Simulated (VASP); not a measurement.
The system is ZnS.

```xyz
2
Lattice="0.0000 2.7218 2.7218 2.7218 0.0000 2.7218 2.7218 2.7218 0.0000" Properties=species:S:1:pos:R:3 pbc="T T T"
Zn    0.0000    0.0000    0.0000
S     1.3609    1.3609    1.3609
```

```yaml
Program: VASP 6.6.1
Task: relaxation of cell and atoms
Functional: r2SCAN
Potentials_or_basis: VASP PAW PBE potentials, release 64 (Zn, S)
Cutoff: 600 eV
k_mesh: 8 × 8 × 8
Occupations: fermi-dirac, width 0.02 eV
Spin: no spin polarisation
```

At the start: pressure -2.2 GPa; volume 20.16 Å³/atom.

**Question.** Where does the relaxation end?

**Answer.** Over 4 steps the energy falls by 4.5 meV/atom and the volume is 19.57 Å³/atom (-2.9 %); space group F-43m (No. 216, to 0.05 Å).

Step by step:
| step | energy change (eV) | largest force (eV/Å) | pressure (GPa) | volume (Å³) |
| --- | --- | --- | --- | --- |
| 1 | 0.0000 | 0.0000 | -2.21 | 40.33 |
| 2 | -0.0081 | 0.0000 | 0.84 | 38.73 |
| 3 | -0.0090 | 0.0000 | 0.09 | 39.09 |
| 4 | -0.0090 | 0.0000 | 0.00 | 39.14 |

Final structure:
```xyz
2
Lattice="0.0000 2.6948 2.6948 2.6948 0.0000 2.6948 2.6948 2.6948 0.0000" Properties=species:S:1:pos:R:3 pbc="T T T"
Zn    0.0000    0.0000    0.0000
S     1.3474    1.3474    1.3474
```

Caveat: the PAW data sets were made with another functional, which shifts forces and pressure a little.
